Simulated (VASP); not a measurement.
# MoP4 (C2/c) in VASP: electric field gradients with LDA

Aim: the electric field gradients of MoP4 with LDA.

Everything below comes from runs of VASP 6.6.1. Logs are shortened: lines on timing, memory, paths and dates and some standing lists are left out, and cuts for length are marked.

### Step 1. The cell of the first run

It takes space group C2/c (No. 15, monoclinic). Conventional cell: a = 5.271 Å, b = 11.055 Å, c = 5.753 Å, α = 90.00°, β = 110.51°, γ = 90.00°. Within 3.2 Å of Mo (site symmetry 2) lie 6 P at 2.37 to 2.44 Å and 2 Mo at 3.15 Å. P (site symmetry 1) has 2 P at 2.19 to 2.22 Å and 2 Mo at 2.37 to 2.44 Å within 2.9 Å. P (site symmetry 1) has 3 P at 2.20 to 2.22 Å and 1 Mo at 2.41 Å within 2.9 Å.

### Step 2. Electric field gradients, LDA

INCAR

```
SYSTEM = MoP4
PREC = Accurate
ENCUT = 520
EDIFF = 1E-8
ISMEAR = -1
SIGMA = 0.15
LREAL = .FALSE.
LASPH = .TRUE.
NELM = 100
ALGO = Fast
ISIF = 2
LWAVE = .FALSE.
LCHARG = .FALSE.
GGA = CA
LEFG = .TRUE.
NBANDS = 45
```

KPOINTS

```
regular mesh
0
G
  8 8 8
  0 0 0
```

POSCAR

```
MoP4
1.0
    2.6352697511     -5.5273830918      0.0048555130
    2.6352697511      5.5273830918      0.0048555130
   -2.0251786338      0.0000000000      5.3845186286
Mo P
2 8
Direct
    0.9416730457      0.0583269543      0.2500000000
    0.0583269543      0.9416730457      0.7500000000
    0.1832376847      0.3739932202      0.6817632952
    0.6260067798      0.8167623153      0.8182367048
    0.8167623153      0.6260067798      0.3182367048
    0.3739932202      0.1832376847      0.1817632952
    0.0566103148      0.4973718101      0.1899550103
    0.5026281899      0.9433896852      0.3100449897
    0.9433896852      0.5026281899      0.8100449897
    0.4973718101      0.0566103148      0.6899550103
```

Potentials or basis: VASP PAW LDA potentials, release 64 (Mo_sv, P).

On the command line:

```bash
$ cat potpaw_LDA.64/Mo_sv/POTCAR potpaw_LDA.64/P/POTCAR > POTCAR
$ mpirun -np 1 vasp_std > vasp.out
```

OUTCAR:

```text
SYSTEM = MoP4
   PREC = Accurate
   ENCUT = 520
   EDIFF = 1E-8
   ISMEAR = -1
   LREAL = .FALSE.
   LASPH = .TRUE.
   NELM = 100
   ISIF = 2
   GGA = CA

 ion  position               nearest neighbor table
   1  0.942  0.058  0.250-   5 2.37   6 2.37   7 2.41   8 2.41   3 2.44   4 2.44   2 3.15   2 3.15

   2  0.058  0.942  0.750-   3 2.37   4 2.37   9 2.41  10 2.41   5 2.44   6 2.44   1 3.15   1 3.15

   3  0.183  0.374  0.682-   4 2.19   9 2.22   2 2.37   1 2.44
   4  0.626  0.817  0.818-   3 2.19  10 2.22   2 2.37   1 2.44
   5  0.817  0.626  0.318-   6 2.19   7 2.22   1 2.37   2 2.44
   6  0.374  0.183  0.182-   5 2.19   8 2.22   1 2.37   2 2.44
   7  0.057  0.497  0.190-   9 2.20   8 2.21   5 2.22   1 2.41
   8  0.503  0.943  0.310-  10 2.20   7 2.21   6 2.22   1 2.41
   9  0.943  0.503  0.810-   7 2.20  10 2.21   3 2.22   2 2.41
  10  0.497  0.057  0.690-   8 2.20   9 2.21   4 2.22   2 2.41

  LATTYP: Found a base centered monoclinic cell.
 ALAT       =     5.2705484485
 B/A-ratio  =     2.0974603102
 C/A-ratio  =     1.0914940591
 COS(beta)  =    -0.3503100883

  Lattice vectors:

 A1 = (   2.6352697511,  -5.5273830918,   0.0048555130)
 A2 = (   2.6352697511,   5.5273830918,   0.0048555130)
 A3 = (  -2.0251786338,   0.0000000000,   5.3845186286)

Analysis of symmetry for initial positions (statically):
=====================================================================
 Subroutine PRICEL returns:
 Original cell was already a primitive cell.

 Routine SETGRP: Setting up the symmetry group for a
 base centered monoclinic supercell.

 Subroutine GETGRP returns: Found  4 space group operations
 (whereof  2 operations were pure point group operations)
 out of a pool of  4 trial point group operations.

The static configuration has the point symmetry S_2 .
 The point group associated with its full space group is C_2h.

Analysis of symmetry for dynamics (positions and initial velocities):
=====================================================================
 Subroutine PRICEL returns:
 Original cell was already a primitive cell.

 Routine SETGRP: Setting up the symmetry group for a
 base centered monoclinic supercell.

 Subroutine GETGRP returns: Found  4 space group operations
 (whereof  2 operations were pure point group operations)
 out of a pool of  4 trial point group operations.

The dynamic configuration has the point symmetry S_2 .
 The point group associated with its full space group is C_2h.

 Subroutine INISYM returns: Found  4 space group operations
 (whereof  2 operations are pure point group operations),
 and found     1 'primitive' translations

----------------------------------------------------------------------------------------

                                     Primitive cell

  volume of cell :     156.9721

  direct lattice vectors                    reciprocal lattice vectors
     2.635269751 -5.527383092  0.004855513     0.189602505 -0.090458720  0.071311656
     2.635269751  5.527383092  0.004855513     0.189602505  0.090458720  0.071311656
    -2.025178634  0.000000000  5.384518629    -0.000341950  0.000000000  0.185589012

  length of vectors
     6.123449525  6.123449525  5.752772320     0.221849594  0.221849594  0.185589327

  position of ions in fractional coordinates (direct lattice)
     0.941673046  0.058326954  0.250000000
     0.058326954  0.941673046  0.750000000
     0.183237685  0.373993220  0.681763295
     0.626006780  0.816762315  0.818236705
     0.816762315  0.626006780  0.318236705
     0.373993220  0.183237685  0.181763295
     0.056610315  0.497371810  0.189955010
     0.502628190  0.943389685  0.310044990
     0.943389685  0.502628190  0.810044990
     0.497371810  0.056610315  0.689955010

  ion indices of the primitive-cell ions
   primitive index   ion index
                 1           1
                 2           2
[... 93 lines left out ...]
   EMIN   =  10.00;   EMAX   =-10.00  energy-range for DOS
   EFERMI =   0.00;   METHOD = LEGACY
   ISMEAR =    -1;   SIGMA  =   0.15  broadening in eV -4-tet -1-fermi 0-gaus
   EFERMI_NEDOS =   21; number of points for ismear=-14 and -15
   IALGO  =     68    algorithm
   IMIX   =      4    mixing-type and parameters
     AMIX     =   0.40;   BMIX     =  1.00
     AMIX_MAG =   1.60;   BMIX_MAG =  1.00
  volume/ion in A,a.u.               =      15.70       105.93
  Fermi-wavevector in a.u.,A,eV,Ry     =   1.238712  2.340826 20.876880  1.534407
  Thomas-Fermi vector in A             =   2.373226
   LORBIT       =      0    0 simple, 1 ext, 2 COOP (PROOUT), +10 PAW based schemes
   GGA     = CA    functional components
   LHFCALC =     F    Hartree Fock is set to
   AEXX    =    0.0000 exact exchange contribution
   IVDW    =     0    specifies the selected vdW correction
   LEPSILON=     F    determine dielectric tensor
   LRPA    =     F    only Hartree local field effects (RPA)
 non-spin polarized calculation
 RMM-DIIS sequential band-by-band and
  energy-cutoff  :      520.00
  volume of cell :      156.97
 maximum number of plane-waves:      4255
 NGX is ok and might be reduce to    48
   NGX = 23   NGY = 23   NGZ = 21

 number of electron      68.0000001 magnetization

 Free energy of the ion-electron system (eV)
  ---------------------------------------------------
  ext. energy  EPLUGINS =         0.00000000
  ---------------------------------------------------
  free energy    TOTEN  =       -76.86810284 eV

  energy without entropy =      -76.77282392  energy(sigma->0) =      -76.82046338

 E-fermi :   9.5000     XC(G=0): -11.4171

 val. band max:        9.4923105214   @ k =  -0.1250   0.1250   0.0000
 cond. band min:       9.5057511302   @ k =   0.3750   0.2500  -0.0000
 fundamental gap:      0.0134406087
 Fermi energy:         9.4999830038

 k-point     1 :       0.0000    0.0000    0.0000
  band No.  band energies     occupation
      1     -51.0045      2.00000
      2     -50.9816      2.00000
      3     -25.6083      2.00000
      4     -25.4001      2.00000
      5     -25.3834      2.00000
      6     -25.3798      2.00000
[... 1141 lines left out ...]
     44      12.8129      0.00000
     45      13.1108      0.00000

 [... further k-points ...]

------------------------ aborting loop because EDIFF is reached ----------------------------------------

  FORCE on cell =-STRESS in cart. coord.  units (eV):
  Direction    XX          YY          ZZ          XY          YZ          ZX
  --------------------------------------------------------------------------------------
  -------------------------------------------------------------------------------------
  Total       -0.0275753      0.0829750      0.0392561      0.0000000      0.0000000     -0.0382808
  in kB       -0.2814550      0.8469067      0.4006782      0.0000000      0.0000000     -0.3907234
  external PRESSURE =       0.3220433 kB  Pullay stress =       0.0000000 kB

 VOLUME and BASIS-vectors are now :
 -----------------------------------------------------------------------------
  energy-cutoff  :      520.00
  volume of cell :      156.97
      direct lattice vectors                 reciprocal lattice vectors
     2.635269751 -5.527383092  0.004855513     0.189602505 -0.090458720  0.071311656
     2.635269751  5.527383092  0.004855513     0.189602505  0.090458720  0.071311656
    -2.025178634  0.000000000  5.384518629    -0.000341950  0.000000000  0.185589012

 POSITION                                       TOTAL-FORCE (eV/Angst)
 -----------------------------------------------------------------------------------
      2.12898     -4.88259      1.35099         0.000000     -0.005063      0.000000
      1.11639      4.88259      4.04324         0.000000      0.005063      0.000000
      0.08776      1.05438      3.67367         0.044037      0.045083      0.035619
      2.14501      1.05438      4.41282        -0.044037      0.045083     -0.035619
      3.15760     -1.05438      1.72056        -0.044037     -0.045083     -0.035619
      1.10035     -1.05438      0.98141         0.044037     -0.045083      0.035619
      1.07520      2.43626      1.02551         0.044633      0.047506     -0.013276
      3.18275      2.43626      1.67646        -0.044633      0.047506      0.013276
      2.17016     -2.43626      4.36872        -0.044633     -0.047506      0.013276
      0.06261     -2.43626      3.71777         0.044633     -0.047506     -0.013276
 -----------------------------------------------------------------------------------
    total drift:                               -0.000000     -0.000000      0.000000

  FREE ENERGIE OF THE ION-ELECTRON SYSTEM (eV)
  ---------------------------------------------------
  free  energy   TOTEN  =       -76.8681028449 eV

  energy  without entropy=      -76.7728239234  energy(sigma->0) =      -76.82046338

 Electric field gradients (V/A^2)
---------------------------------------------------------------------
 ion       V_xx      V_yy      V_zz      V_xy      V_xz      V_yz
---------------------------------------------------------------------
   1     -35.325   -33.230    68.554     0.000   -24.411    -0.000
   2     -35.325   -33.230    68.554     0.000   -24.411    -0.000
   3      16.252    13.229   -29.481   -46.870    12.510    19.119
   4      16.252    13.229   -29.481    46.870    12.510   -19.119
   5      16.252    13.229   -29.481   -46.870    12.510    19.119
   6      16.252    13.229   -29.481    46.870    12.510   -19.119
   7       4.704   -32.130    27.426   -42.150     6.772    -3.561
   8       4.704   -32.130    27.426    42.150     6.772     3.561
   9       4.704   -32.130    27.426   -42.150     6.772    -3.561
  10       4.704   -32.130    27.426    42.150     6.772     3.561
---------------------------------------------------------------------

 Electric field gradients after diagonalization (V/A^2)
 (convention: |V_zz| > |V_xx| > |V_yy|)
----------------------------------------------------------------------
 ion       V_xx      V_yy      V_zz     asymmetry (V_yy - V_xx)/ V_zz
----------------------------------------------------------------------
   1     -40.775   -33.230    74.005       0.102
   2     -40.775   -33.230    74.005       0.102
   3     -53.371    -8.480    61.851       0.726
   4     -53.371    -8.480    61.851       0.726
   5     -53.371    -8.480    61.851       0.726
   6     -53.371    -8.480    61.851       0.726
   7      37.852    21.865   -59.717       0.268
   8      37.852    21.865   -59.717       0.268
   9      37.852    21.865   -59.717       0.268
  10      37.852    21.865   -59.717       0.268
----------------------------------------------------------------------

           NMR quadrupolar parameters

 Cq : quadrupolar parameter    Cq=e*Q*V_zz/h
 eta: asymmetry parameters     (V_yy - V_xx)/ V_zz
 Q  : nuclear electric quadrupole moment in mb (millibarn)
----------------------------------------------------------------------
 ion       Cq(MHz)       eta       Q (mb)
----------------------------------------------------------------------
   1       0.179       0.102       1.000
   2       0.179       0.102       1.000
   3       0.150       0.726       1.000
   4       0.150       0.726       1.000
   5       0.150       0.726       1.000
   6       0.150       0.726       1.000
   7      -0.144       0.268       1.000
   8      -0.144       0.268       1.000
   9      -0.144       0.268       1.000
  10      -0.144       0.268       1.000
----------------------------------------------------------------------
```

It took 22 min on 1 thread of Oxide Virtual Turin-like, shared host; peak memory 0.77 GiB.

Results:

```yaml
Free_energy: -76.8681 eV
Pressure: 0.0 GPa
Largest_force: 0.072 eV/Å
Band_gap_on_the_k_mesh: zero (bands 34 and 35 overlap by 0.17 eV)
Largest_electric_field_gradient_by_atom: Mo +74.0; P +61.9, -59.7 (each value once) V/Å²
```

Forces in eV/Å, atoms in the order of the input:
```
Mo   0.000 -0.005  0.000
Mo   0.000  0.005  0.000
P    0.044  0.045  0.036
P   -0.044  0.045 -0.036
P   -0.044 -0.045 -0.036
P    0.044 -0.045  0.036
P    0.045  0.048 -0.013
P   -0.045  0.048  0.013
P   -0.045 -0.048  0.013
P    0.045 -0.048 -0.013
```

Electric field gradients, principal values (V/Å²):
| atom | least | middle | greatest (by size) |
| --- | --- | --- | --- |
| 1 Mo | -33.230 | -40.775 | 74.005 |
| 2 Mo | -33.230 | -40.775 | 74.005 |
| 3 P | -8.480 | -53.371 | 61.851 |
| 4 P | -8.480 | -53.371 | 61.851 |
| 5 P | -8.480 | -53.371 | 61.851 |
| 6 P | -8.480 | -53.371 | 61.851 |
| 7 P | 21.865 | 37.852 | -59.717 |
| 8 P | 21.865 | 37.852 | -59.717 |
| 9 P | 21.865 | 37.852 | -59.717 |
| 10 P | 21.865 | 37.852 | -59.717 |

Caveat: without QUAD_EFG the Cq values of the log hold for a quadrupole moment of 1 mb, not for the nuclei.
